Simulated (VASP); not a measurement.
Mo, 1 atom in the cell. The structure is cubic, space group Im-3m (No. 229). The conventional cell has a = 3.168 Å, b = 3.168 Å, c = 3.168 Å, α = 90.00°, β = 90.00°, γ = 90.00°. Mo (site symmetry m-3m) has 14 Mo at 2.74 to 3.17 Å within 3.6 Å. 

```yaml
Program: VASP 6.6.1
Task: elastic constants
Functional: LDA
Potentials_or_basis: VASP PAW LDA potentials, release 64 (Mo_sv)
Cutoff: 600 eV
k_mesh: 9 × 9 × 9
Occupations: fermi-dirac, width 0.05 eV
Spin: no spin polarisation
Dipole_correction: no
Ions_in_elastic_constants: relaxed
Further_INCAR_settings: ALGO = Fast; EDIFF = 1e-08; NBANDS = 13; IBRION = 6; POTIM = 0.015; NSW = 1; ISIF = 3
```

Potentials or basis: VASP PAW LDA potentials, release 64 (Mo_sv).

The run is started by

```console
$ cat potpaw_LDA.64/Mo_sv/POTCAR > POTCAR
$ mpirun -np 1 vasp_std > vasp.out
```

Hardware: 1 thread of Intel(R) Xeon(R) Platinum 8488C (Sapphire Rapids) (shared host).

Q: Estimate the wall time of this run.

A: It took 2.5 min on 1 thread of Intel(R) Xeon(R) Platinum 8488C (Sapphire Rapids), with other jobs on the host, peak memory 0.21 GiB. Counts: scf iterations 172, k points 35.
